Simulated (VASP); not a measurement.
# SiC (P6_3mc) in VASP: single point with PBE

Aim: the single point of SiC with PBE.

Program: VASP 6.6.1. These are calculated values, not measurements. Logs are shortened: lines on timing, memory, paths and dates and some standing lists are left out, and cuts for length are marked.

**1. The cell of the first run**

The structure is hexagonal, space group P6_3mc (No. 186). Conventional cell: a = 3.094 Å, b = 3.094 Å, c = 10.129 Å, α = 90.00°, β = 90.00°, γ = 120.00°. Si (site symmetry 3m) has 4 C at 1.90 Å within 2.5 Å. Within 2.5 Å of Si (site symmetry 3m) lie 4 C at 1.89 to 1.90 Å. Within 2.5 Å of C (site symmetry 3m) lie 4 Si at 1.89 to 1.90 Å. Within 2.5 Å of C (site symmetry 3m) lie 4 Si at 1.90 Å.

**2. Single point, PBE**

File INCAR:

```
SYSTEM = SiC
PREC = Accurate
ENCUT = 520
EDIFF = 1E-6
ISMEAR = 0
SIGMA = 0.01
LREAL = Auto
LASPH = .TRUE.
NELM = 80
ALGO = Normal
ISIF = 2
LWAVE = .FALSE.
LCHARG = .FALSE.
GGA = PE
NBANDS = 166
```

File KPOINTS:

```
Automatic mesh
0
Gamma
  2 2 2
  0.5 0.5 0.5
```

File POSCAR:

```
SiC
1.0
    6.1882403561     -5.3591733632      0.0000000000
   -6.1882403661     -5.3591733516      0.0000000000
    0.0000000000      0.0000000000    -10.1293391987
Si C
32 32
Direct
    0.6666666667      0.6666666667      0.0621558122
    0.2916666667      0.5416666667      0.0621558122
    0.9166666667      0.4166666667      0.0621558122
    0.5416666667      0.2916666667      0.0621558122
    0.1666666667      0.1666666667      0.0621558122
    0.7916666667      0.0416666667      0.0621558122
    0.4166666667      0.9166666667      0.0621558122
    0.0416666667      0.7916666667      0.0621558122
    0.4583333333      0.7083333333      0.5621558122
    0.0833333333      0.5833333333      0.5621558122
    0.7083333333      0.4583333333      0.5621558122
    0.3333333333      0.3333333333      0.5621558122
    0.9583333333      0.2083333333      0.5621558122
    0.5833333333      0.0833333333      0.5621558122
    0.2083333333      0.9583333333      0.5621558122
    0.8333333333      0.8333333333      0.5621558122
    0.2500000000      0.7500000000      0.3121004435
    0.8750000000      0.6250000000      0.3121004435
    0.5000000000      0.5000000000      0.3121004435
    0.1250000000      0.3750000000      0.3121004435
    0.7500000000      0.2500000000      0.3121004435
    0.3750000000      0.1250000000      0.3121004435
    0.0000000000      1.0000000000      0.3121004435
    0.6250000000      0.8750000000      0.3121004435
    0.8750000000      0.6250000000      0.8121004435
    0.5000000000      0.5000000000      0.8121004435
    0.1250000000      0.3750000000      0.8121004435
    0.7500000000      0.2500000000      0.8121004435
    0.3750000000      0.1250000000      0.8121004435
    0.0000000000      0.0000000000      0.8121004435
    0.6250000000      0.8750000000      0.8121004435
    0.2500000000      0.7500000000      0.8121004435
    0.6666666667      0.6666666667      0.2501925541
    0.2916666667      0.5416666667      0.2501925541
    0.9166666667      0.4166666667      0.2501925541
    0.5416666667      0.2916666667      0.2501925541
    0.1666666667      0.1666666667      0.2501925541
    0.7916666667      0.0416666667      0.2501925541
    0.4166666667      0.9166666667      0.2501925541
    0.0416666667      0.7916666667      0.2501925541
    0.4583333333      0.7083333333      0.7501925541
    0.0833333333      0.5833333333      0.7501925541
    0.7083333333      0.4583333333      0.7501925541
    0.3333333333      0.3333333333      0.7501925541
    0.9583333333      0.2083333333      0.7501925541
    0.5833333333      0.0833333333      0.7501925541
    0.2083333333      0.9583333333      0.7501925541
    0.8333333333      0.8333333333      0.7501925541
    0.5000000000      0.5000000000      0.4995521902
    0.1250000000      0.3750000000      0.4995521902
    0.7500000000      0.2500000000      0.4995521902
    0.3750000000      0.1250000000      0.4995521902
    0.0000000000      0.0000000000      0.4995521902
    0.6250000000      0.8750000000      0.4995521902
    0.2500000000      0.7500000000      0.4995521902
    0.8750000000      0.6250000000      0.4995521902
    0.6250000000      0.8750000000      0.9995521902
    0.2500000000      0.7500000000      0.9995521902
    0.8750000000      0.6250000000      0.9995521902
    0.5000000000      0.5000000000      0.9995521902
    0.1250000000      0.3750000000      0.9995521902
    0.7500000000      0.2500000000      0.9995521902
    0.3750000000      0.1250000000      0.9995521902
    1.0000000000      1.0000000000      0.9995521902
```

Potentials or basis: VASP PAW PBE potentials, release 64 (Si, C).

Launch:

```console
$ cat potpaw_PBE.64/Si/POTCAR potpaw_PBE.64/C/POTCAR > POTCAR
$ mpirun -np 1 vasp_std > vasp.out
```

OUTCAR:

```text
SYSTEM = SiC
   PREC = Accurate
   ENCUT = 520
   EDIFF = 1E-6
   ISMEAR = 0
   LREAL = Auto
   LASPH = .TRUE.
   NELM = 80
   ISIF = 2
   GGA = PE

 ion  position               nearest neighbor table
   1  0.667  0.667  0.062-  57 1.90  59 1.90  60 1.90  33 1.90   4 3.09   6 3.09   2 3.09   8 3.09
                             7 3.09   3 3.09  24 3.10  18 3.10  19 3.10  31 3.10  25 3.10  26 3.10
   2  0.292  0.542  0.062-  58 1.90  60 1.90  61 1.90  34 1.90   5 3.09   7 3.09   1 3.09   3 3.09
                             4 3.09   8 3.09  17 3.10  19 3.10  20 3.10  32 3.10  26 3.10  27 3.10
   3  0.917  0.417  0.062-  59 1.90  61 1.90  62 1.90  35 1.90   6 3.09   8 3.09   2 3.09   4 3.09
                             1 3.09   5 3.09  18 3.10  20 3.10  21 3.10  25 3.10  27 3.10  28 3.10
   4  0.542  0.292  0.062-  60 1.90  62 1.90  63 1.90  36 1.90   1 3.09   7 3.09   5 3.09   3 3.09
                             6 3.09   2 3.09  19 3.10  21 3.10  22 3.10  26 3.10  28 3.10  29 3.10
   5  0.167  0.167  0.062-  61 1.90  63 1.90  64 1.90  37 1.90   2 3.09   8 3.09   6 3.09   4 3.09
                             7 3.09   3 3.09  20 3.10  22 3.10  23 3.10  27 3.10  29 3.10  30 3.10
   6  0.792  0.042  0.062-  62 1.90  64 1.90  57 1.90  38 1.90   1 3.09   3 3.09   5 3.09   7 3.09
                             4 3.09   8 3.09  21 3.10  23 3.10  24 3.10  28 3.10  30 3.10  31 3.10
   7  0.417  0.917  0.062-  63 1.90  57 1.90  58 1.90  39 1.90   2 3.09   4 3.09   6 3.09   8 3.09
                             1 3.09   5 3.09  22 3.10  24 3.10  17 3.10  29 3.10  31 3.10  32 3.10
   8  0.042  0.792  0.062-  64 1.90  58 1.90  59 1.90  40 1.90   3 3.09   5 3.09   1 3.09   7 3.09
                             6 3.09   2 3.09  23 3.10  17 3.10  18 3.10  30 3.10  32 3.10  25 3.10
   9  0.458  0.708  0.562-  49 1.90  55 1.90  54 1.90  41 1.90  12 3.09  14 3.09  10 3.09  16 3.09
[... 77 lines left out ...]
  63  0.375  0.125  1.000-   7 1.90   5 1.90   4 1.90  29 1.90
  64  0.000  0.000  1.000-   8 1.90   6 1.90   5 1.90  30 1.90

  LATTYP: Found a base centered orthorhombic cell.
 ALAT       =    10.7183467148
 B/A-ratio  =     1.1547005384
 C/A-ratio  =     0.9450467939

  Lattice vectors:

 A1 = (   6.1882403561,  -5.3591733632,   0.0000000000)
 A2 = (  -6.1882403661,  -5.3591733516,   0.0000000000)
 A3 = (   0.0000000000,   0.0000000000, -10.1293391987)

Analysis of symmetry for initial positions (statically):
=====================================================================
 Subroutine PRICEL returns following result:

  LATTYP: Found a hexagonal cell.
 ALAT       =     3.0941201805
 C/A-ratio  =     3.2737381251

  Lattice vectors:

 A1 = (  -1.5470600928,  -2.6795866773,   0.0000000000)
 A2 = (  -1.5470600878,   2.6795866802,   0.0000000000)
 A3 = (   0.0000000000,   0.0000000000, -10.1293391987)

   8 primitive cells build up your supercell.

 Routine SETGRP: Setting up the symmetry group for a
 base centered orthorhombic supercell.

 Subroutine GETGRP returns: Found  4 space group operations
 (whereof  2 operations were pure point group operations)
 out of a pool of  8 trial point group operations.

The static configuration has the point symmetry C_1h.
 The point group associated with its full space group is C_2v.

Analysis of symmetry for dynamics (positions and initial velocities):
=====================================================================
 Subroutine PRICEL returns following result:

  LATTYP: Found a hexagonal cell.
 ALAT       =     3.0941201805
 C/A-ratio  =     3.2737381251

  Lattice vectors:

 A1 = (  -1.5470600928,  -2.6795866773,   0.0000000000)
 A2 = (  -1.5470600878,   2.6795866802,   0.0000000000)
 A3 = (   0.0000000000,   0.0000000000, -10.1293391987)

   8 primitive cells build up your supercell.

 Routine SETGRP: Setting up the symmetry group for a
 base centered orthorhombic supercell.

 Subroutine GETGRP returns: Found  4 space group operations
 (whereof  2 operations were pure point group operations)
 out of a pool of  8 trial point group operations.

The dynamic configuration has the point symmetry C_1h.
 The point group associated with its full space group is C_2v.

 Subroutine INISYM returns: Found  4 space group operations
 (whereof  2 operations are pure point group operations),
 and found     8 'primitive' translations

[... 57 lines left out ...]
 ===========================================

 Found      2 irreducible k-points:

 Following reciprocal coordinates:
            Coordinates               Weight
  0.250000  0.250000  0.250000      4.000000
 -0.250000  0.250000  0.250000      4.000000
   k-points           NKPTS =      2   k-points in BZ     NKDIM =      2   number of bands    NBANDS=    166
   number of dos      NEDOS =    301   number of ions     NIONS =     64
   total plane-waves  NPLWV = 327680
   dimension x,y,z NGX =    64 NGY =   64 NGZ =   80
   dimension x,y,z NGXF=   128 NGYF=  128 NGZF=  160
   ions per type =              32  32
   NGX,Y,Z   is equivalent  to a cutoff of  13.00, 13.00, 13.13 a.u.
   NGXF,Y,Z  is equivalent  to a cutoff of  25.99, 25.99, 26.26 a.u.
 SYSTEM =  SiC
   PREC   = accura    normal or accurate (medium, high low for compatibility)
   ISTART =      0    job   : 0-new  1-cont  2-samecut
   ICHARG =      2    charge: 1-file 2-atom 10-const
   ISPIN  =      1    spin polarized calculation?
   LNONCOLLINEAR =      F non collinear calculations
   LSORBIT =      F    spin-orbit coupling
   LASPH  =      T    aspherical Exc in radial PAW
   ENCUT  =  520.0 eV  38.22 Ry    6.18 a.u.  15.22 15.22 18.83*2*pi/ulx,y,z
   NELM   =     80;   NELMIN=  2; NELMDL= -5     # of ELM steps
   EDIFF  = 0.1E-05   stopping-criterion for ELM
   LREAL  =      T    real-space projection
   EDIFFG = 0.1E-04   stopping-criterion for IOM
   NSW    =      0    number of steps for IOM
   IBRION =     -1    ionic relax: 0-MD 1-quasi-New 2-CG
   NFREE  =      0    steps in history (QN), initial steepest desc. (CG)
   ISIF   =      2    stress and relaxation
   ISYM   =      2    0-nonsym 1-usesym 2-fastsym
   POTIM  = 0.5000    time-step for ionic-motion
   TEBEG  =    0.0;   TEEND  =   0.0 temperature during run
   PSTRESS=    0.0 pullay stress
   NELECT =     256.0000    total number of electrons
   NUPDOWN=      -1.0000    fix difference up-down
   EMIN   =  10.00;   EMAX   =-10.00  energy-range for DOS
   EFERMI =   0.00;   METHOD = LEGACY
   ISMEAR =     0;   SIGMA  =   0.01  broadening in eV -4-tet -1-fermi 0-gaus
   EFERMI_NEDOS =   21; number of points for ismear=-14 and -15
   IALGO  =     38    algorithm
   IMIX   =      4    mixing-type and parameters
     AMIX     =   0.40;   BMIX     =  1.00
     AMIX_MAG =   1.60;   BMIX_MAG =  1.00
  volume/ion in A,a.u.               =      10.50        70.84
  Fermi-wavevector in a.u.,A,eV,Ry     =   1.186851  2.242823 19.165368  1.408615
  Thomas-Fermi vector in A             =   2.323015
   LORBIT       =      0    0 simple, 1 ext, 2 COOP (PROOUT), +10 PAW based schemes
   GGA     = PE    functional components
   LHFCALC =     F    Hartree Fock is set to
   AEXX    =    0.0000 exact exchange contribution
   IVDW    =     0    specifies the selected vdW correction
   LEPSILON=     F    determine dielectric tensor
   LRPA    =     F    only Hartree local field effects (RPA)
 non-spin polarized calculation
 Gauss-broadening in eV      SIGMA  =   0.01
  energy-cutoff  :      520.00
  volume of cell :      671.86
 maximum number of plane-waves:     18088
 NGX is ok and might be reduce to    64
   NGX = 31   NGY = 31   NGZ = 37

 number of electron     256.0000013 magnetization

 Free energy of the ion-electron system (eV)
  ---------------------------------------------------
  ext. energy  EPLUGINS =         0.00000000
  ---------------------------------------------------
  free energy    TOTEN  =      -482.03369023 eV

  energy without entropy =     -482.03369023  energy(sigma->0) =     -482.03369023

 E-fermi :   7.9129     XC(G=0): -11.2899

 val. band max:        7.8058862778   @ k =   0.2500   0.2500   0.2500
 cond. band min:      10.7610657590   @ k =   0.2500   0.2500   0.2500
 fundamental gap:      2.9551794812
 Fermi energy:         7.9128972459

 k-point     1 :       0.2500    0.2500    0.2500
  band No.  band energies     occupation
      1      -7.0125      2.00000
      2      -6.4200      2.00000
      3      -6.2287      2.00000
      4      -6.2287      2.00000
      5      -5.6516      2.00000
      6      -5.6516      2.00000
[... 132 lines left out ...]
    139      12.1167      0.00000
    140      12.1167      0.00000

 k-point     2 :      -0.2500    0.2500    0.2500
  band No.  band energies     occupation
      1      -7.0790      2.00000
      2      -6.4854      2.00000
      3      -6.0366      2.00000
      4      -6.0366      2.00000
      5      -5.5364      2.00000
      6      -5.4642      2.00000
[... 132 lines left out ...]
    139      12.5399      0.00000
    140      12.6794      0.00000
 [bands above 140 left out]

------------------------ aborting loop because EDIFF is reached ----------------------------------------

  FORCE on cell =-STRESS in cart. coord.  units (eV):
  Direction    XX          YY          ZZ          XY          YZ          ZX
  --------------------------------------------------------------------------------------
  -------------------------------------------------------------------------------------
  Total       -0.1761468     -0.0803429     -0.3995925      0.0000000      0.0000000      0.0000000
  in kB       -0.4200580     -0.1915941     -0.9529100      0.0000000      0.0000000      0.0000000
  external PRESSURE =      -0.5215207 kB  Pullay stress =       0.0000000 kB

 VOLUME and BASIS-vectors are now :
 -----------------------------------------------------------------------------
  energy-cutoff  :      520.00
  volume of cell :      671.86
      direct lattice vectors                 reciprocal lattice vectors
     6.188240356 -5.359173363  0.000000000     0.080798413 -0.093297971  0.000000000
    -6.188240366 -5.359173352  0.000000000    -0.080798413 -0.093297971  0.000000000
     0.000000000  0.000000000-10.129339199     0.000000000  0.000000000 -0.098723123

 POSITION                                       TOTAL-FORCE (eV/Angst)
 -----------------------------------------------------------------------------------
     -0.00000     -7.14556     -0.62960         0.000000      0.000159     -0.001330
     -1.54706     -4.46598     -0.62960         0.000000      0.000159     -0.001330
      3.09412     -7.14556     -0.62960         0.000000      0.000159     -0.001330
      1.54706     -4.46598     -0.62960         0.000000      0.000159     -0.001330
     -0.00000     -1.78639     -0.62960         0.000000      0.000159     -0.001330
      4.64118     -4.46598     -0.62960         0.000000      0.000159     -0.001330
[... 56 lines left out ...]
      1.54706     -2.67959    -10.12480         0.000000      0.000009      0.000965
      0.00000      0.00000    -10.12480         0.000000      0.000009      0.000965
 -----------------------------------------------------------------------------------
    total drift:                                0.000000      0.000000      0.031397

  FREE ENERGIE OF THE ION-ELECTRON SYSTEM (eV)
  ---------------------------------------------------
  free  energy   TOTEN  =      -482.0336902329 eV

  energy  without entropy=     -482.0336902329  energy(sigma->0) =     -482.03369023
```

It took 5.7 min on 1 thread of Intel Xeon Platinum 8488C (Sapphire Rapids), shared host; peak memory 0.68 GiB.

Results:

```
Free energy            : -482.0337 eV
Pressure               : -0.1 GPa
Band gap on the k mesh : 2.96 eV
```

Forces on the atoms (eV/Å):
```
Si   0.000  0.000 -0.001
Si   0.000  0.000 -0.001
Si   0.000  0.000 -0.001
Si   0.000  0.000 -0.001
Si   0.000  0.000 -0.001
Si   0.000  0.000 -0.001
Si   0.000  0.000 -0.001
Si   0.000  0.000 -0.001
Si   0.000  0.000 -0.001
Si   0.000  0.000 -0.001
Si   0.000  0.000 -0.001
Si   0.000  0.000 -0.001
Si   0.000  0.000 -0.001
Si   0.000  0.000 -0.001
Si   0.000  0.000 -0.001
Si   0.000  0.000 -0.001
Si   0.000 -0.001  0.000
Si   0.000 -0.001  0.000
Si   0.000 -0.001  0.000
Si   0.000 -0.001  0.000
Si   0.000 -0.001  0.000
Si   0.000 -0.001  0.000
Si   0.000 -0.001  0.000
Si   0.000 -0.001  0.000
Si   0.000  0.001  0.000
Si   0.000  0.001  0.000
Si   0.000  0.001  0.000
Si   0.000  0.001  0.000
Si   0.000  0.001  0.000
Si   0.000  0.001  0.000
Si   0.000  0.001  0.000
Si   0.000  0.001  0.000
C    0.000  0.003  0.000
C    0.000  0.003  0.000
C    0.000  0.003  0.000
C    0.000  0.003  0.000
C    0.000  0.003  0.000
C    0.000  0.003  0.000
C    0.000  0.003  0.000
C    0.000  0.003  0.000
C    0.000 -0.003  0.000
C    0.000 -0.003  0.000
C    0.000 -0.003  0.000
C    0.000 -0.003  0.000
C    0.000 -0.003  0.000
C    0.000 -0.003  0.000
C    0.000 -0.003  0.000
C    0.000 -0.003  0.000
C    0.000  0.000  0.001
C    0.000  0.000  0.001
C    0.000  0.000  0.001
C    0.000  0.000  0.001
C    0.000  0.000  0.001
C    0.000  0.000  0.001
C    0.000  0.000  0.001
C    0.000  0.000  0.001
C    0.000  0.000  0.001
C    0.000  0.000  0.001
C    0.000  0.000  0.001
C    0.000  0.000  0.001
C    0.000  0.000  0.001
C    0.000  0.000  0.001
C    0.000  0.000  0.001
C    0.000  0.000  0.001
```

Caveat: a shifted mesh leaves out Γ, where band edges can lie.
